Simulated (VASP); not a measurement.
# SnTe (F-43m) in VASP: further runs

Runs on SnTe. Level: r2SCAN. Tasks: single point.

All numbers are computed with VASP 6.6.1; they aren't measurements. Logs are shortened: lines on timing, memory, paths and dates and some standing lists are left out, and cuts for length are marked.

### Step 1. The cell of the first run

The structure is cubic, space group F-43m (No. 216). Conventional cell: a = 6.609 Å, b = 6.609 Å, c = 6.609 Å, α = 90.00°, β = 90.00°, γ = 90.00°. Within 3.8 Å of Te (site symmetry -43m) lie 4 Sn at 2.86 Å. Within 3.8 Å of Sn (site symmetry -43m) lie 4 Te at 2.86 Å.

### Step 2. Single point, r2SCAN

Input file POSCAR:

```
SnTe
1.0
    0.0000000000      3.3045309375      3.3045309375
    3.3045309375      0.0000000000      3.3045309375
    3.3045309375      3.3045309375      0.0000000000
Te Sn
1 1
Direct
    0.2500000000      0.2500000000      0.2500000000
    0.0000000000      0.0000000000      0.0000000000
```

Input file INCAR.step1:

```
  PREC = Accurate
  ENCUT = 520
  ISMEAR = -1
  SIGMA = 0.05
  LREAL = False
  LASPH = True
  NELM = 60
  NBANDS = 17
  GGA = PE
  ALGO = Normal
  EDIFF = 1E-4
  LWAVE = True
  LCHARG = False
```

Input file INCAR.step2:

```
  PREC = Accurate
  ENCUT = 520
  EDIFF = 1E-7
  ISMEAR = -1
  SIGMA = 0.05
  LREAL = False
  LASPH = True
  NELM = 60
  ALGO = Normal
  ISIF = 2
  LWAVE = False
  LCHARG = False
  METAGGA = R2SCAN
  LMIXTAU = True
  NBANDS = 17
  ISTART = 1
```

Input file KPOINTS:

```
Automatic mesh
0
Gamma
  7 7 7
```

Potentials or basis: VASP PAW PBE potentials, release 64 (Te, Sn_d).

The run is started by

```console
$ cat potpaw_PBE.64/Te/POTCAR potpaw_PBE.64/Sn_d/POTCAR > POTCAR
$ cp INCAR.step1 INCAR
$ mpirun -np 1 vasp_std > vasp.out
$ cp INCAR.step2 INCAR
$ mpirun -np 1 vasp_std > vasp.out
```

OUTCAR:

```text
PREC = Accurate
   ENCUT = 520
   EDIFF = 1E-7
   ISMEAR = -1
   LREAL = False
   LASPH = True
   NELM = 60
   ISIF = 2
   METAGGA = R2SCAN
   ISTART = 1

 ion  position               nearest neighbor table
   1  0.250  0.250  0.250-   2 2.86   2 2.86   2 2.86   2 2.86
   2  0.000  0.000  0.000-   1 2.86   1 2.86   1 2.86   1 2.86

  LATTYP: Found a face centered cubic cell.
 ALAT       =     6.6090618750

  Lattice vectors:

 A1 = (   0.0000000000,   3.3045309375,   3.3045309375)
 A2 = (   3.3045309375,   0.0000000000,   3.3045309375)
 A3 = (   3.3045309375,   3.3045309375,   0.0000000000)

Analysis of symmetry for initial positions (statically):
=====================================================================
 Subroutine PRICEL returns:
 Original cell was already a primitive cell.

 Routine SETGRP: Setting up the symmetry group for a
 face centered cubic supercell.

 Subroutine GETGRP returns: Found 24 space group operations
 (whereof 24 operations were pure point group operations)
 out of a pool of 48 trial point group operations.

The static configuration has the point symmetry T_d .

Analysis of symmetry for dynamics (positions and initial velocities):
=====================================================================
 Subroutine PRICEL returns:
 Original cell was already a primitive cell.

 Routine SETGRP: Setting up the symmetry group for a
 face centered cubic supercell.

 Subroutine GETGRP returns: Found 24 space group operations
 (whereof 24 operations were pure point group operations)
 out of a pool of 48 trial point group operations.

The dynamic configuration has the point symmetry T_d .

 Subroutine INISYM returns: Found 24 space group operations
 (whereof 24 operations are pure point group operations),
 and found     1 'primitive' translations

----------------------------------------------------------------------------------------

                                     Primitive cell

  volume of cell :      72.1705

  direct lattice vectors                    reciprocal lattice vectors
     0.000000000  3.304530938  3.304530938    -0.151307405  0.151307405  0.151307405
     3.304530938  0.000000000  3.304530938     0.151307405 -0.151307405  0.151307405
     3.304530938  3.304530938  0.000000000     0.151307405  0.151307405 -0.151307405

  length of vectors
     4.673312469  4.673312469  4.673312469     0.262072113  0.262072113  0.262072113

  position of ions in fractional coordinates (direct lattice)
     0.250000000  0.250000000  0.250000000
     0.000000000  0.000000000  0.000000000

  ion indices of the primitive-cell ions
   primitive index   ion index
                 1           1
                 2           2

----------------------------------------------------------------------------------------

 KPOINTS: Automatic mesh

Automatic generation of k-mesh.
 Grid dimensions read from file:
 generate k-points for:    7    7    7

 Generating k-lattice:

  Cartesian coordinates                     Fractional coordinates (reciprocal lattice)
    -0.021615344  0.021615344  0.021615344     0.142857143  0.000000000  0.000000000
     0.021615344 -0.021615344  0.021615344     0.000000000  0.142857143  0.000000000
     0.021615344  0.021615344 -0.021615344     0.000000000  0.000000000  0.142857143

  Length of vectors
     0.037438873  0.037438873  0.037438873

  Shift w.r.t. Gamma in fractional coordinates (k-lattice)
     0.000000000  0.000000000  0.000000000

 Subroutine IBZKPT returns following result:
 ===========================================

 Found     20 irreducible k-points:

 Following reciprocal coordinates:
            Coordinates               Weight
  0.000000  0.000000  0.000000      1.000000
  0.142857  0.000000  0.000000      8.000000
  0.285714  0.000000  0.000000      8.000000
  0.428571  0.000000  0.000000      8.000000
  0.142857  0.142857  0.000000      6.000000
  0.285714  0.142857  0.000000     24.000000
[... 12 lines left out ...]
 -0.428571  0.428571  0.142857     24.000000
 -0.285714  0.428571  0.142857     24.000000
   k-points           NKPTS =     20   k-points in BZ     NKDIM =     20   number of bands    NBANDS=     17
   number of dos      NEDOS =    301   number of ions     NIONS =      2
   total plane-waves  NPLWV =  46656
   dimension x,y,z NGX =    36 NGY =   36 NGZ =   36
   dimension x,y,z NGXF=    72 NGYF=   72 NGZF=   72
   ions per type =               1   1
   NGX,Y,Z   is equivalent  to a cutoff of  12.81, 12.81, 12.81 a.u.
   NGXF,Y,Z  is equivalent  to a cutoff of  25.61, 25.61, 25.61 a.u.
 SYSTEM =  unknown system
   PREC   = accura    normal or accurate (medium, high low for compatibility)
   ISTART =      1    job   : 0-new  1-cont  2-samecut
   ICHARG =      0    charge: 1-file 2-atom 10-const
   ISPIN  =      1    spin polarized calculation?
   LNONCOLLINEAR =      F non collinear calculations
   LSORBIT =      F    spin-orbit coupling
   LASPH  =      T    aspherical Exc in radial PAW
   ENCUT  =  520.0 eV  38.22 Ry    6.18 a.u.   8.69  8.69  8.69*2*pi/ulx,y,z
   NELM   =     60;   NELMIN=  2; NELMDL=  0     # of ELM steps
   EDIFF  = 0.1E-06   stopping-criterion for ELM
   LREAL  =      F    real-space projection
   EDIFFG = 0.1E-05   stopping-criterion for IOM
   NSW    =      0    number of steps for IOM
   IBRION =     -1    ionic relax: 0-MD 1-quasi-New 2-CG
   NFREE  =      0    steps in history (QN), initial steepest desc. (CG)
   ISIF   =      2    stress and relaxation
   ISYM   =      2    0-nonsym 1-usesym 2-fastsym
   POTIM  = 0.5000    time-step for ionic-motion
   TEBEG  =    0.0;   TEEND  =   0.0 temperature during run
   PSTRESS=    0.0 pullay stress
   NELECT =      20.0000    total number of electrons
   NUPDOWN=      -1.0000    fix difference up-down
   EMIN   =  10.00;   EMAX   =-10.00  energy-range for DOS
   EFERMI =   0.00;   METHOD = LEGACY
   ISMEAR =    -1;   SIGMA  =   0.05  broadening in eV -4-tet -1-fermi 0-gaus
   EFERMI_NEDOS =   21; number of points for ismear=-14 and -15
   IALGO  =     38    algorithm
   IMIX   =      4    mixing-type and parameters
     AMIX     =   0.40;   BMIX     =  1.00
     AMIX_MAG =   1.60;   BMIX_MAG =  1.00
  volume/ion in A,a.u.               =      36.09       243.52
  Fermi-wavevector in a.u.,A,eV,Ry     =   1.067329  2.016960 15.499639  1.139191
  Thomas-Fermi vector in A             =   2.202942
   LORBIT       =      0    0 simple, 1 ext, 2 COOP (PROOUT), +10 PAW based schemes
   METAGGA = R2SCAN    functional components
   LHFCALC =     F    Hartree Fock is set to
   AEXX    =    0.0000 exact exchange contribution
   IVDW    =     0    specifies the selected vdW correction
   LEPSILON=     F    determine dielectric tensor
   LRPA    =     F    only Hartree local field effects (RPA)
 non-spin polarized calculation
  energy-cutoff  :      520.00
  volume of cell :       72.17
 maximum number of plane-waves:      1960
   NGX = 17   NGY = 17   NGZ = 17

 number of electron      19.9999996 magnetization

 Free energy of the ion-electron system (eV)
  ---------------------------------------------------
  ext. energy  EPLUGINS =         0.00000000
  ---------------------------------------------------
  free energy    TOTEN  =       -49.55372011 eV

  energy without entropy =      -49.54651446  energy(sigma->0) =      -49.55011728

 E-fermi :   5.7877     XC(G=0):  -9.1392

 val. band max:        5.7780309158   @ k =  -0.2857   0.4286   0.1429
 cond. band min:       5.9288721670   @ k =  -0.4286   0.4286   0.0000
 fundamental gap:      0.1508412512
 Fermi energy:         5.7877054974

 k-point     1 :       0.0000    0.0000    0.0000
  band No.  band energies     occupation
      1     -16.9946      2.00000
      2     -16.9946      2.00000
      3     -16.9946      2.00000
      4     -16.9518      2.00000
      5     -16.9518      2.00000
      6      -8.0660      2.00000
[... 9 lines left out ...]
     16      12.4662      0.00000
     17      13.6507      0.00000

 k-point     2 :       0.1429    0.0000    0.0000
  band No.  band energies     occupation
      1     -16.9960      2.00000
      2     -16.9935      2.00000
      3     -16.9935      2.00000
      4     -16.9518      2.00000
      5     -16.9518      2.00000
      6      -7.9193      2.00000
[... 9 lines left out ...]
     16      11.8283      0.00000
     17      13.1078      0.00000

 k-point     3 :       0.2857    0.0000    0.0000
  band No.  band energies     occupation
      1     -16.9991      2.00000
      2     -16.9910      2.00000
      3     -16.9910      2.00000
      4     -16.9517      2.00000
      5     -16.9517      2.00000
      6      -7.5326      2.00000
[... 9 lines left out ...]
     16      11.7757      0.00000
     17      13.7944      0.00000

 k-point     4 :       0.4286    0.0000    0.0000
  band No.  band energies     occupation
      1     -17.0016      2.00000
      2     -16.9891      2.00000
      3     -16.9891      2.00000
      4     -16.9515      2.00000
      5     -16.9514      2.00000
      6      -7.1307      2.00000
[... 9 lines left out ...]
     16      12.8331      0.00000
     17      13.6867      0.00000

 k-point     5 :       0.1429    0.1429    0.0000
  band No.  band energies     occupation
      1     -16.9978      2.00000
      2     -16.9924      2.00000
      3     -16.9924      2.00000
      4     -16.9524      2.00000
      5     -16.9512      2.00000
      6      -7.8691      2.00000
[... 9 lines left out ...]
     16      12.6971      0.00000
     17      14.1715      0.00000

 k-point     6 :       0.2857    0.1429    0.0000
  band No.  band energies     occupation
      1     -17.0007      2.00000
      2     -16.9903      2.00000
      3     -16.9899      2.00000
      4     -16.9528      2.00000
      5     -16.9508      2.00000
      6      -7.5564      2.00000
[... 9 lines left out ...]
     16      12.6680      0.00000
     17      14.0087      0.00000

 k-point     7 :       0.4286    0.1429    0.0000
  band No.  band energies     occupation
      1     -17.0028      2.00000
      2     -16.9886      2.00000
      3     -16.9880      2.00000
      4     -16.9526      2.00000
      5     -16.9508      2.00000
      6      -7.1337      2.00000
[... 9 lines left out ...]
     16      13.3858      0.00000
     17      13.9343      0.00000

 k-point     8 :      -0.4286    0.1429    0.0000
  band No.  band energies     occupation
      1     -17.0031      2.00000
      2     -16.9880      2.00000
      3     -16.9879      2.00000
      4     -16.9519      2.00000
      5     -16.9513      2.00000
      6      -6.9719      2.00000
[... 9 lines left out ...]
     16      12.7196      0.00000
     17      14.1536      0.00000
[... 123 lines left out ...]
      1     -17.0104      2.00000
      2     -16.9832      2.00000
      3     -16.9832      2.00000
      4     -16.9554      2.00000
      5     -16.9490      2.00000
      6      -6.7298      2.00000
[... 9 lines left out ...]
     16      14.3968      0.00000
     17      15.0937      0.00000

 k-point    16 :      -0.4286    0.4286    0.0000
  band No.  band energies     occupation
      1     -17.0099      2.00000
      2     -16.9835      2.00000
      3     -16.9832      2.00000
      4     -16.9550      2.00000
      5     -16.9493      2.00000
      6      -6.6160      2.00000
[... 9 lines left out ...]
     16      13.8395      0.00000
     17      15.6714      0.00000

 k-point    17 :       0.4286    0.2857    0.1429
  band No.  band energies     occupation
      1     -17.0035      2.00000
      2     -16.9883      2.00000
      3     -16.9873      2.00000
      4     -16.9532      2.00000
      5     -16.9505      2.00000
      6      -7.2113      2.00000
[... 9 lines left out ...]
     16      13.3447      0.00000
     17      14.8883      0.00000

 k-point    18 :      -0.4286    0.2857    0.1429
  band No.  band energies     occupation
      1     -17.0049      2.00000
      2     -16.9876      2.00000
      3     -16.9855      2.00000
      4     -16.9529      2.00000
      5     -16.9508      2.00000
      6      -6.8618      2.00000
[... 9 lines left out ...]
     16      14.0441      0.00000
     17      14.3965      0.00000

 k-point    19 :      -0.4286    0.4286    0.1429
  band No.  band energies     occupation
      1     -17.0081      2.00000
      2     -16.9854      2.00000
      3     -16.9833      2.00000
      4     -16.9544      2.00000
      5     -16.9497      2.00000
      6      -6.6998      2.00000
[... 9 lines left out ...]
     16      14.3826      0.00000
     17      15.1447      0.00000

 k-point    20 :      -0.2857    0.4286    0.1429
  band No.  band energies     occupation
      1     -17.0068      2.00000
      2     -16.9867      2.00000
      3     -16.9834      2.00000
      4     -16.9536      2.00000
      5     -16.9505      2.00000
      6      -6.6454      2.00000
[... 9 lines left out ...]
     16      14.3235      0.00000
     17      15.5080      0.00000

------------------------ aborting loop because EDIFF is reached ----------------------------------------

  FORCE on cell =-STRESS in cart. coord.  units (eV):
  Direction    XX          YY          ZZ          XY          YZ          ZX
  --------------------------------------------------------------------------------------
  -------------------------------------------------------------------------------------
  Total        4.5053791      4.5053791      4.5053791      0.0000000      0.0000000      0.0000000
  in kB      100.0189885    100.0189885    100.0189885      0.0000000      0.0000000      0.0000000
  external PRESSURE =     100.0189885 kB  Pullay stress =       0.0000000 kB

 VOLUME and BASIS-vectors are now :
 -----------------------------------------------------------------------------
  energy-cutoff  :      520.00
  volume of cell :       72.17
      direct lattice vectors                 reciprocal lattice vectors
     0.000000000  3.304530938  3.304530938    -0.151307405  0.151307405  0.151307405
     3.304530938  0.000000000  3.304530938     0.151307405 -0.151307405  0.151307405
     3.304530938  3.304530938  0.000000000     0.151307405  0.151307405 -0.151307405

 POSITION                                       TOTAL-FORCE (eV/Angst)
 -----------------------------------------------------------------------------------
      1.65227      1.65227      1.65227        -0.000000      0.000000     -0.000000
      0.00000      0.00000      0.00000         0.000000     -0.000000      0.000000
 -----------------------------------------------------------------------------------
    total drift:                                0.000002      0.000002      0.000002

  FREE ENERGIE OF THE ION-ELECTRON SYSTEM (eV)
  ---------------------------------------------------
  free  energy   TOTEN  =       -49.5537201075 eV

  energy  without entropy=      -49.5465144619  energy(sigma->0) =      -49.55011728
```

Wall time 68 s (1 thread of AMD EPYC 9R45 (Zen 5), shared host); peak memory 0.19 GiB.

Results:

```
Free energy            : -49.5537 eV
Pressure               : 10.0 GPa
Band gap on the k mesh : zero (bands 10 and 11 overlap by 0.37 eV)
```

Caveat: the cell stands under pressure; semilocal functionals underestimate gaps, and a narrow one can read as zero; the PAW data sets were made with another functional, which shifts forces and pressure a little; spin-orbit coupling is left out, which moves the levels of the heavy elements.

### Step 3. Single point, r2SCAN

This run uses another cell than the first one, of 39.75 Å³/atom.

Input file POSCAR:

```
SnTe
1.0
    0.0000000000      3.4127522928      3.4127522928
    3.4127522928      0.0000000000      3.4127522928
    3.4127522928      3.4127522928      0.0000000000
Te Sn
1 1
Direct
    0.2500000000      0.2500000000      0.2500000000
    0.0000000000      0.0000000000      0.0000000000
```

Input file INCAR.step1:

```
SYSTEM = SnTe
ALGO = Normal
EDIFF = 1E-4
ENCUT = 520
GGA = PE
ISMEAR = -1
LASPH = .TRUE.
LCHARG = .FALSE.
LREAL = .FALSE.
LWAVE = .TRUE.
NBANDS = 17
NELM = 100
PREC = Accurate
SIGMA = 0.05
```

Input file INCAR.step2:

```
SYSTEM = SnTe
ALGO = Normal
EDIFF = 1E-6
ENCUT = 520
ISIF = 2
ISMEAR = -1
ISTART = 1
LASPH = .TRUE.
LCHARG = .TRUE.
LELF = .TRUE.
LMIXTAU = .TRUE.
LREAL = .FALSE.
LVHAR = .TRUE.
LWAVE = .FALSE.
METAGGA = R2SCAN
NBANDS = 17
NELM = 100
PREC = Accurate
SIGMA = 0.05
```

Input file KPOINTS:

```
k-points
0
G
  7 7 7
  0 0 0
```

Potentials or basis: VASP PAW PBE potentials, release 64 (Te, Sn_d).

The run is started by

```console
$ cat potpaw_PBE.64/Te/POTCAR potpaw_PBE.64/Sn_d/POTCAR > POTCAR
$ cp INCAR.step1 INCAR
$ mpirun -np 1 vasp_std > vasp.out
$ cp INCAR.step2 INCAR
$ mpirun -np 1 vasp_std > vasp.out
```

Wall time 65 s (1 thread of AMD EPYC 9R45 (Zen 5), shared host); peak memory 0.19 GiB.

Results (log left out):

```
Free energy            : -49.8904 eV
Pressure               : 5.0 GPa
Band gap on the k mesh : zero (bands 10 and 11 overlap by 0.07 eV)
```

Levels at points of the mesh, in eV from the Fermi level:
| k point | band 8 | band 9 | band 10 | band 11 | band 12 | band 13 |
| --- | --- | --- | --- | --- | --- | --- |
| (0.00, 0.00, 0.00) | -2.60 | -2.60 | -2.60 | 0.89 | 0.89 | 0.89 |

Caveat: the cell stands under pressure; semilocal functionals underestimate gaps, and a narrow one can read as zero; the PAW data sets were made with another functional, which shifts forces and pressure a little; spin-orbit coupling is left out, which moves the levels of the heavy elements.

[end of part 1 of 2]

The gap in the log of VASP goes by the Fermi energy; the results here count the filled bands.